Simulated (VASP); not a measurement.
Here is a VASP 6.6.1 calculation.

The input INCAR:

```
PREC = Accurate
ENCUT = 520
EDIFF = 1E-6
ISMEAR = -1
SIGMA = 0.05
LREAL = Auto
LASPH = True
NELM = 60
ALGO = Normal
ISIF = 2
LWAVE = False
LCHARG = False
GGA = PE
NBANDS = 73
```

The input KPOINTS:

```
regular mesh
0
Gamma
  3 3 3
```

Contents of POSCAR:

```
Al32O
1.0
    8.1000000000      0.0000000000      0.0000000000
    0.0000000000      8.1000000000      0.0000000000
    0.0000000000      0.0000000000      8.1000000000
Al O
32 1
Direct
    0.4949077778     -0.0044440741      0.0103613580
    0.7437313580      0.2503159259      0.0019853086
    0.7486259259     -0.0039369136      0.2508076543
   -0.0044504938     -0.0005871605      0.0029935802
    0.2498227160      0.2506614815      0.0068030864
    0.4986246914      0.5031800000      0.0179532099
    0.7499006173      0.7498546914      0.0053288889
    0.2426766667     -0.0054355556      0.2497169136
    0.4964061728      0.2440980247      0.2542937037
    0.7573572840      0.4956664198      0.2505458025
    0.4967609877     -0.0017098765      0.4988855556
    0.7594217284      0.2442077778      0.4997306173
    0.7571904938     -0.0046656790      0.7516938272
   -0.0045353086      0.4973327160      0.0019004938
    0.2444880247      0.7495411111      0.0040311111
   -0.0047170370      0.2457091358      0.2465965432
    0.2391741975      0.4978007407      0.2541027160
    0.4947650617      0.7563402469      0.2486709877
   -0.0049587654     -0.0081925926      0.5010159259
    0.2393358025      0.2415485185      0.4966090123
    0.5059144444      0.5082244444      0.4722656790
    0.7449382716      0.7476334568      0.5056151852
    0.2398230864      0.0001744444      0.7522204938
    0.5054591358      0.2188660494      0.7590418519
    0.7472862963      0.5014954321      0.7565054321
   -0.0049914815      0.7479935802      0.2542780247
   -0.0004600000      0.4983286420      0.5062301235
    0.2489906173      0.7524753086      0.5055703704
   -0.0004837037      0.2511935802      0.7537935802
    0.2486333333      0.5063402469      0.7615837037
    0.4985475309      0.7633500000      0.7590316049
   -0.0040402469      0.7469237037      0.7527501235
    0.4211227160      0.4004559259      0.6521966667
```

Potentials or basis: VASP PAW PBE potentials, release 64 (Al, O).

The run is started by

```sh
$ cat potpaw_PBE.64/Al/POTCAR potpaw_PBE.64/O/POTCAR > POTCAR
$ mpirun -np 1 vasp_std > vasp.out
```

**Question.** Estimate the band gap on the k mesh.

**Answer.** Zero (bands 51 and 52 overlap by 0.37 eV).

**Question.** Predict the pressure.

**Answer.** 1.1 GPa.

**Question.** Estimate the largest force.

**Answer.** 1.070 eV/Å.

Stress tensor (GPa, compression positive):
```
 0.96 -0.09 -0.07
-0.09  1.21  0.03
-0.07  0.03  1.20
```
